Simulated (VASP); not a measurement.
Input of a VASP 6.6.1 run:

The input INCAR:

```
SYSTEM = Cd
ALGO     = Normal         ! electronic algorithm
EDIFF    = 1E-6           ! SCF threshold, eV
ENCUT    = 520            ! plane-wave cutoff, eV
ISIF     = 2              ! what is computed and relaxed
ISMEAR   = -1             ! smearing method
LASPH    = .TRUE.         ! aspherical terms in the spheres
LCHARG   = .TRUE.         ! write CHGCAR
LELF     = .TRUE.         ! ELF
LREAL    = .FALSE.        ! projectors in reciprocal space
LVHAR    = .TRUE.       
LWAVE    = .FALSE.        ! write WAVECAR
NBANDS   = 32             ! bands
NELM     = 60             ! most SCF steps
PREC     = Accurate       ! precision mode
SIGMA    = 0.05           ! smearing width, eV
```

Contents of KPOINTS:

```
k-points
0
G
  10 10 3
  0 0 0
```

POSCAR

```
Cd
1.0
    3.0930676374      0.0000000000      0.0000000000
   -1.5465338187      2.6786751496      0.0000000000
    0.0000000000      0.0000000000     10.4307369600
Cd
4
Direct
    0.6666666667      0.3333333333      0.7500000000
    0.0000000000      0.0000000000      0.5000000000
    0.3333333333      0.6666666667      0.2500000000
    0.0000000000      0.0000000000      0.0000000000
```

Potentials or basis: VASP PAW LDA potentials, release 64 (Cd).

The run is started by

```sh
$ cat potpaw_LDA.64/Cd/POTCAR > POTCAR
$ mpirun -np 1 vasp_std > vasp.out
```

Q: Predict the pressure.

A: -4.0 GPa.

Q: Estimate the band gap on the k mesh.

A: Zero (bands 24 and 25 overlap by 2.59 eV).

Stress tensor (GPa, compression positive):
```
-4.08  0.00  0.00
 0.00 -4.08  0.00
 0.00  0.00 -3.91
```

Caveat: the cell stands under tension.
